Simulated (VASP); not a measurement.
# MgO in VASP: further runs

MgO is run at these levels: PBE; tasks: single point.

Program: VASP 6.6.1. These are calculated values, not measurements. Logs are shortened: lines on timing, memory, paths and dates and some standing lists are left out, and cuts for length are marked.

**1. The cell of the first run**

The typed cell holds 2 atoms: a = 2.892 Å, b = 2.869 Å, c = 2.665 Å, α = 89.97°, β = 89.97°, γ = 120.21°.

**2. Single point, PBE (atoms moved at random and the cell strained at random)**

Input file INCAR:

```
ALGO     = Normal         # electronic algorithm
EDIFF    = 1E-7           # SCF threshold, eV
ENCUT    = 520            # plane-wave cutoff, eV
GGA      = PE             # functional
ISIF     = 2              # what is computed and relaxed
ISMEAR   = 0              # smearing method
LASPH    = True           # aspherical terms in the spheres
LCHARG   = True           # write CHGCAR
LELF     = True           # ELF
LREAL    = False          # projectors in reciprocal space
LVHAR    = True         
LWAVE    = False          # write WAVECAR
NBANDS   = 11             # bands
NELM     = 100            # most SCF steps
PREC     = Accurate       # precision mode
SIGMA    = 0.02           # smearing width, eV
```

Input file KPOINTS:

```
k-points
0
Gamma
  12 12 10
```

Input file POSCAR:

```
MgO
1.0
    2.8923052981      0.0015865313      0.0008520261
   -1.4447786727      2.4784708146      0.0007189673
    0.0007771072      0.0012058560      2.6645934016
Mg O
1 1
Direct
   -0.0120177824      0.0219069265     -0.0180431992
    0.3453511124      0.6447597435      0.5180431992
```

Potentials or basis: VASP PAW PBE potentials, release 64 (Mg, O).

Launch:

```
cat potpaw_PBE.64/Mg/POTCAR potpaw_PBE.64/O/POTCAR > POTCAR
mpirun -np 1 vasp_std > vasp.out
```

OUTCAR:

```text
EDIFF = 1E-7
   ENCUT = 520
   GGA = PE
   ISIF = 2
   ISMEAR = 0
   LASPH = True
   LREAL = False
   NELM = 100
   PREC = Accurate

 ion  position               nearest neighbor table
   1  0.988  0.022  0.982-   2 1.98   2 2.03   2 2.11   2 2.15   2 2.21   2 2.32
   2  0.345  0.645  0.518-   1 1.98   1 2.03   1 2.11   1 2.15   1 2.21   1 2.32

  LATTYP: Found a triclinic cell.
 ALAT       =     2.8715884521
 B/A-ratio  =     0.9990404874
 C/A-ratio  =     0.9279163196
 COS(alpha) =     0.0004947083
 COS(beta)  =     0.0010849386
 COS(gamma) =     0.4922726487

  Lattice vectors:

 A1 = (   1.4475266254,   2.4800573459,   0.0015709934)
 A2 = (  -1.4447786727,   2.4784708146,   0.0007189673)
 A3 = (   0.0007771072,   0.0012058560,   2.6645934016)

Analysis of symmetry for initial positions (statically):
=====================================================================
 Subroutine PRICEL returns:
 Original cell was already a primitive cell.

 Routine SETGRP: Setting up the symmetry group for a
 triclinic supercell.

 Subroutine GETGRP returns: Found  1 space group operations
 (whereof  1 operations were pure point group operations)
 out of a pool of  2 trial point group operations.

The static configuration has the point symmetry C_1 .

Analysis of symmetry for dynamics (positions and initial velocities):
=====================================================================
 Subroutine PRICEL returns:
 Original cell was already a primitive cell.

 Routine SETGRP: Setting up the symmetry group for a
 triclinic supercell.

 Subroutine GETGRP returns: Found  1 space group operations
 (whereof  1 operations were pure point group operations)
 out of a pool of  2 trial point group operations.

The dynamic configuration has the point symmetry C_1 .

 Subroutine INISYM returns: Found  1 space group operations
 (whereof  1 operations are pure point group operations),
 and found     1 'primitive' translations

----------------------------------------------------------------------------------------

                                     Primitive cell

  volume of cell :      19.1072

  direct lattice vectors                    reciprocal lattice vectors
     2.892305298  0.001586531  0.000852026     0.345634504  0.201481290 -0.000191981
    -1.444778673  2.478470815  0.000718967    -0.000221196  0.403345703 -0.000182469
     0.000777107  0.001205856  2.664593402    -0.000110460 -0.000173257  0.375291890

  length of vectors
     2.892305859  2.868833127  2.664593788     0.400072440  0.403345805  0.375291947

  position of ions in fractional coordinates (direct lattice)
     0.987982218  0.021906927  0.981956801
     0.345351112  0.644759744  0.518043199

  ion indices of the primitive-cell ions
   primitive index   ion index
                 1           1
                 2           2

----------------------------------------------------------------------------------------

 KPOINTS: k-points

Automatic generation of k-mesh.
 Grid dimensions read from file:
 generate k-points for:   12   12   10

 Generating k-lattice:

  Cartesian coordinates                     Fractional coordinates (reciprocal lattice)
     0.028802875  0.016790108 -0.000015998     0.083333333  0.000000000  0.000000000
    -0.000018433  0.033612142 -0.000015206    -0.000000000  0.083333333  0.000000000
    -0.000011046 -0.000017326  0.037529189     0.000000000  0.000000000  0.100000000

  Length of vectors
     0.033339370  0.033612150  0.037529195

  Shift w.r.t. Gamma in fractional coordinates (k-lattice)
     0.000000000  0.000000000  0.000000000

 Subroutine IBZKPT returns following result:
 ===========================================

 Found    724 irreducible k-points:

 Following reciprocal coordinates:
            Coordinates               Weight
  0.000000  0.000000  0.000000      1.000000
  0.083333 -0.000000  0.000000      2.000000
  0.166667 -0.000000 -0.000000      2.000000
  0.250000 -0.000000  0.000000      2.000000
  0.333333 -0.000000 -0.000000      2.000000
  0.416667 -0.000000  0.000000      2.000000
[... 16 lines left out ...]
  0.250000  0.166667  0.000000      2.000000
  0.333333  0.166667  0.000000      2.000000
 [... further k-points ...]
   k-points           NKPTS =    724   k-points in BZ     NKDIM =    724   number of bands    NBANDS=     11
   number of dos      NEDOS =    301   number of ions     NIONS =      2
   total plane-waves  NPLWV =  11520
   dimension x,y,z NGX =    24 NGY =   24 NGZ =   20
   dimension x,y,z NGXF=    48 NGYF=   48 NGZF=   40
   ions per type =               1   1
   NGX,Y,Z   is equivalent  to a cutoff of  13.79, 13.91, 12.48 a.u.
   NGXF,Y,Z  is equivalent  to a cutoff of  27.59, 27.82, 24.96 a.u.
 SYSTEM =  unknown system
   PREC   = accura    normal or accurate (medium, high low for compatibility)
   ISTART =      0    job   : 0-new  1-cont  2-samecut
   ICHARG =      2    charge: 1-file 2-atom 10-const
   ISPIN  =      1    spin polarized calculation?
   LNONCOLLINEAR =      F non collinear calculations
   LSORBIT =      F    spin-orbit coupling
   LASPH  =      T    aspherical Exc in radial PAW
   ENCUT  =  520.0 eV  38.22 Ry    6.18 a.u.   5.38  5.33  4.95*2*pi/ulx,y,z
   NELM   =    100;   NELMIN=  2; NELMDL= -5     # of ELM steps
   EDIFF  = 0.1E-06   stopping-criterion for ELM
   LREAL  =      F    real-space projection
   EDIFFG = 0.1E-05   stopping-criterion for IOM
   NSW    =      0    number of steps for IOM
   IBRION =     -1    ionic relax: 0-MD 1-quasi-New 2-CG
   NFREE  =      0    steps in history (QN), initial steepest desc. (CG)
   ISIF   =      2    stress and relaxation
   ISYM   =      2    0-nonsym 1-usesym 2-fastsym
   POTIM  = 0.5000    time-step for ionic-motion
   TEBEG  =    0.0;   TEEND  =   0.0 temperature during run
   PSTRESS=    0.0 pullay stress
   NELECT =       8.0000    total number of electrons
   NUPDOWN=      -1.0000    fix difference up-down
   EMIN   =  10.00;   EMAX   =-10.00  energy-range for DOS
   EFERMI =   0.00;   METHOD = LEGACY
   ISMEAR =     0;   SIGMA  =   0.02  broadening in eV -4-tet -1-fermi 0-gaus
   EFERMI_NEDOS =   21; number of points for ismear=-14 and -15
   IALGO  =     38    algorithm
   IMIX   =      4    mixing-type and parameters
     AMIX     =   0.40;   BMIX     =  1.00
     AMIX_MAG =   1.60;   BMIX_MAG =  1.00
  volume/ion in A,a.u.               =       9.55        64.47
  Fermi-wavevector in a.u.,A,eV,Ry     =   1.224726  2.314397 20.408112  1.499954
  Thomas-Fermi vector in A             =   2.359790
   LORBIT       =      0    0 simple, 1 ext, 2 COOP (PROOUT), +10 PAW based schemes
   GGA     = PE    functional components
   LHFCALC =     F    Hartree Fock is set to
   AEXX    =    0.0000 exact exchange contribution
   IVDW    =     0    specifies the selected vdW correction
   LEPSILON=     F    determine dielectric tensor
   LRPA    =     F    only Hartree local field effects (RPA)
 non-spin polarized calculation
 Gauss-broadening in eV      SIGMA  =   0.02
  energy-cutoff  :      520.00
  volume of cell :       19.11
 maximum number of plane-waves:       534
 NGX is ok and might be reduce to    24
   NGX = 11   NGY = 11   NGZ =  9

 number of electron       8.0000002 magnetization

 Free energy of the ion-electron system (eV)
  ---------------------------------------------------
  ext. energy  EPLUGINS =         0.00000000
  ---------------------------------------------------
  free energy    TOTEN  =       -11.12976999 eV

  energy without entropy =      -11.12976999  energy(sigma->0) =      -11.12976999

 E-fermi :   3.8990     XC(G=0): -10.9438

 val. band max:        3.7786769717   @ k =   0.0000   0.0000   0.5000
 cond. band min:       6.9507148258   @ k =   0.0000   0.0000   0.0000
 fundamental gap:      3.1720378540
 Fermi energy:         3.8990494173

 k-point     1 :       0.0000    0.0000    0.0000
  band No.  band energies     occupation
      1     -14.0278      2.00000
      2       2.9989      2.00000
      3       3.0803      2.00000
      4       3.1915      2.00000
      5       6.9507      0.00000
      6      15.6829      0.00000
      7      19.5757      0.00000
      8      20.1951      0.00000
      9      23.5243      0.00000
     10      25.5293      0.00000
     11      26.2986      0.00000

 k-point     2 :       0.0833   -0.0000    0.0000
  band No.  band energies     occupation
      1     -13.9606      2.00000
      2       2.5353      2.00000
      3       3.1079      2.00000
      4       3.1121      2.00000
      5       7.3896      0.00000
      6      15.7821      0.00000
      7      18.6745      0.00000
      8      20.4363      0.00000
      9      24.1807      0.00000
     10      25.6341      0.00000
     11      26.6171      0.00000

 k-point     3 :       0.1667   -0.0000   -0.0000
  band No.  band energies     occupation
      1     -13.7707      2.00000
      2       1.5096      2.00000
      3       2.9599      2.00000
      4       3.1725      2.00000
      5       8.2982      0.00000
      6      15.7620      0.00000
      7      17.6597      0.00000
      8      20.8763      0.00000
      9      24.2893      0.00000
     10      25.5986      0.00000
     11      27.6891      0.00000
[... 267 lines left out ...]
 k-point    23 :       0.2500    0.1667    0.0000
  band No.  band energies     occupation
      1     -13.0753      2.00000
      2      -0.5444      2.00000
      3       1.9048      2.00000
      4       3.3825      2.00000
      5      10.6255      0.00000
      6      14.2257      0.00000
      7      17.7268      0.00000
      8      22.5576      0.00000
      9      23.5003      0.00000
     10      25.6016      0.00000
     11      27.4962      0.00000

 k-point    24 :       0.3333    0.1667    0.0000
  band No.  band energies     occupation
      1     -12.8748      2.00000
      2      -0.9735      2.00000
      3       1.5564      2.00000
      4       3.4490      2.00000
      5      11.2437      0.00000
      6      14.2411      0.00000
      7      17.3296      0.00000
      8      22.8338      0.00000
      9      23.3477      0.00000
     10      25.6249      0.00000
     11      26.8149      0.00000

 [... further k-points ...]

------------------------ aborting loop because EDIFF is reached ----------------------------------------

  FORCE on cell =-STRESS in cart. coord.  units (eV):
  Direction    XX          YY          ZZ          XY          YZ          ZX
  --------------------------------------------------------------------------------------
  -------------------------------------------------------------------------------------
  Total        1.0051127      1.6397266      0.6355130      0.0803259     -0.2885503      0.2094288
  in kB       84.2806189    137.4942074     53.2889832      6.7354843    -24.1954953     17.5610084
  external PRESSURE =      91.6879365 kB  Pullay stress =       0.0000000 kB

 VOLUME and BASIS-vectors are now :
 -----------------------------------------------------------------------------
  energy-cutoff  :      520.00
  volume of cell :       19.11
      direct lattice vectors                 reciprocal lattice vectors
     2.892305298  0.001586531  0.000852026     0.345634504  0.201481290 -0.000191981
    -1.444778673  2.478470815  0.000718967    -0.000221196  0.403345703 -0.000182469
     0.000777107  0.001205856  2.664593402    -0.000110460 -0.000173257  0.375291890

 POSITION                                       TOTAL-FORCE (eV/Angst)
 -----------------------------------------------------------------------------------
      2.82666      0.05705      2.61737         0.374985     -0.503082      0.546739
      0.06773      1.59919      1.38113        -0.374985      0.503082     -0.546739
 -----------------------------------------------------------------------------------
    total drift:                               -0.000202      0.000048     -0.000734

  FREE ENERGIE OF THE ION-ELECTRON SYSTEM (eV)
  ---------------------------------------------------
  free  energy   TOTEN  =       -11.1297699902 eV

  energy  without entropy=      -11.1297699902  energy(sigma->0) =      -11.12976999
```

It took 77 s on 1 thread of AMD EPYC 9R14 (Zen 4), shared host; peak memory 0.24 GiB.

What came out:

```yaml
Free_energy: -11.1298 eV
Pressure: 9.2 GPa
Largest_force: 0.832 eV/Å
Band_gap_on_the_k_mesh: 3.17 eV, indirect (least direct gap 3.76 eV)
```

Forces in eV/Å, atoms in the order of the input:
```
Mg   0.375 -0.503  0.547
O   -0.375  0.503 -0.547
```

Caveat: the cell differs from its parent crystal (atoms moved at random and the cell strained at random). A k mesh can miss the band edges.

**3. Single point, PBE (strained and its atoms moved)**

Input file INCAR:

```
SYSTEM = MgO
PREC = Accurate ; ENCUT = 520
EDIFF = 1E-7 ; ISMEAR = 0
SIGMA = 0.02 ; LREAL = .FALSE.
LASPH = .TRUE. ; NELM = 100
ALGO = Normal ; ISIF = 2
LWAVE = .FALSE. ; LCHARG = .TRUE.
GGA = PE ; LELF = .TRUE.
LVHAR = .TRUE. ; NBANDS = 11
```

Input file KPOINTS:

```
Automatic mesh
0
G
  12 12 10
  0 0 0
```

Input file POSCAR:

```
MgO
1.0
    2.9585576695      0.0153658493      0.0011458282
   -1.4659716189      2.5698713562      0.0011572784
    0.0010450752      0.0018221824      2.7466987968
Mg O
1 1
Direct
   -0.0196509926      0.0196509926      0.0000000000
    0.3529843226      0.6470156774      0.5000000000
```

Potentials or basis: VASP PAW PBE potentials, release 64 (Mg, O).

Launch:

```
cat potpaw_PBE.64/Mg/POTCAR potpaw_PBE.64/O/POTCAR > POTCAR
mpirun -np 1 vasp_std > vasp.out
```

It took 1.7 min on 1 thread of AMD EPYC 7R43 (Zen 3), shared host; peak memory 0.17 GiB.

The run converged. Its results:

```
Free energy            : -11.1597 eV
Pressure               : -5.1 GPa
Largest force          : 0.372 eV/Å
Band gap on the k mesh : 2.42 eV, indirect (least direct gap 2.94 eV)
```

Forces on the atoms (eV/Å):
```
Mg   0.322 -0.186  0.000
O   -0.322  0.186  0.000
```

Stress tensor (GPa, compression positive):
```
 -1.12  -2.32  -0.02
 -2.32  -3.79  -0.03
 -0.02  -0.03 -10.38
```

Levels at points of the mesh, in eV from the valence-band top:
| k point | band 2 | band 3 | band 4 | band 5 | band 6 | band 7 |
| --- | --- | --- | --- | --- | --- | --- |
| (0.00, 0.00, 0.00) | -0.84 | -0.73 | -0.52 | 2.42 | 11.42 | 14.79 |
| (0.50, 0.00, 0.00) | -4.89 | -1.29 | -0.40 | 6.06 | 9.70 | 12.82 |
| (0.50, 0.50, 0.00) | -4.72 | -1.56 | -0.31 | 6.53 | 9.76 | 12.14 |
| (0.00, 0.00, 0.50) | -5.38 | -0.49 | 0.00 | 7.79 | 8.22 | 17.15 |
| (0.50, 0.00, 0.50) | -3.75 | -3.48 | -0.79 | 5.58 | 11.10 | 12.21 |
| (0.50, 0.50, 0.50) | -3.69 | -3.23 | -1.17 | 5.04 | 10.73 | 14.12 |

Caveat: the cell differs from its parent crystal (strained and its atoms moved).

**4. Single point, PBE (strained and its atoms moved)**

Input file INCAR:

```
SYSTEM = MgO
  PREC = Accurate
  ENCUT = 520
  EDIFF = 1E-6
  ISMEAR = 0
  SIGMA = 0.02
  LREAL = .FALSE.
  LASPH = .TRUE.
  NELM = 80
  ALGO = Normal
  ISIF = 2
  LWAVE = .FALSE.
  LCHARG = .FALSE.
  GGA = PE
  NBANDS = 11
```

Input file KPOINTS:

```
regular mesh
0
G
  12 12 10
  0 0 0
```

Input file POSCAR:

```
MgO
1.0
    3.0672938231      0.0587604181      0.0013514896
   -1.4827588968      2.6857498198      0.0013343318
    0.0012326528      0.0021169472      2.7782118336
Mg O
1 1
Direct
    0.0294764888     -0.0294764888      0.0000000000
    0.3038568412      0.6961431588      0.5000000000
```

Launch:

```
cat potpaw_PBE.64/Mg/POTCAR potpaw_PBE.64/O/POTCAR > POTCAR
mpirun -np 1 vasp_std > vasp.out
```

It took 46 s on 1 thread of Intel Xeon Platinum 8259CL at 2.50GHz (Skylake/Cascade Lake), shared host; peak memory 0.22 GiB.

It converged, with:

```
Free energy            : -10.9467 eV
Pressure               : -8.7 GPa
Largest force          : 0.948 eV/Å
Band gap on the k mesh : 1.98 eV, indirect (least direct gap 2.39 eV)
```

Forces in eV/Å, atoms in the order of the input:
```
Mg  -0.821  0.474  0.000
O    0.821 -0.474  0.000
```

Stress tensor (GPa, compression positive):
```
 -9.14  -2.28   0.04
 -2.28 -11.78   0.08
  0.04   0.08  -5.16
```

Levels at points of the mesh, in eV from the valence-band top:
| k point | band 1 | band 2 | band 3 | band 4 | band 5 | band 6 | band 7 | band 8 | band 9 |
| --- | --- | --- | --- | --- | --- | --- | --- | --- | --- |
| (0.00, 0.00, 0.00) | -16.86 | -0.71 | -0.57 | -0.41 | 1.98 | 11.59 | 13.88 | 14.55 | 18.06 |
| (0.50, 0.00, 0.00) | -16.16 | -4.28 | -1.22 | -0.13 | 6.22 | 8.56 | 12.24 | 16.33 | 17.54 |
| (0.50, 0.50, 0.00) | -16.06 | -4.32 | -1.29 | -0.15 | 5.33 | 8.98 | 13.28 | 15.30 | 18.26 |
| (0.00, 0.00, 0.50) | -16.03 | -4.70 | -0.36 | 0.00 | 7.06 | 7.60 | 15.82 | 16.34 | 17.78 |
| (0.50, 0.00, 0.50) | -15.55 | -3.31 | -2.80 | -0.72 | 5.12 | 10.30 | 12.00 | 13.02 | 15.28 |
| (0.50, 0.50, 0.50) | -15.50 | -3.25 | -3.00 | -0.73 | 6.22 | 10.39 | 10.77 | 13.14 | 13.70 |

Caveat: the cell differs from its parent crystal (strained and its atoms moved).

**5. The runs side by side**

```csv
cell,gap on the mesh (eV),pressure (GPa),largest force (eV/Å)
"a = 2.892, b = 2.869, c = 2.665 Å, angles 90.0, 90.0, 120.2°, 2 atoms",3.17,9.2,0.83
"a = 2.959, b = 2.959, c = 2.747 Å, angles 90.0, 90.0, 119.4°, 2 atoms",2.42,-5.1,0.37
"a = 3.068, b = 3.068, c = 2.778 Å, angles 89.9, 89.9, 117.8°, 2 atoms",1.98,-8.7,0.95
```

Alike in all rows: task single point; level PBE; potentials or basis VASP PAW PBE potentials, release 64 (Mg, O); no spin polarisation; k mesh 12 × 12 × 10; cutoff (eV) 520; smearing gaussian 0.02 eV.

Total energies depend on the potentials used, so only differences within one code and one set of settings carry meaning.
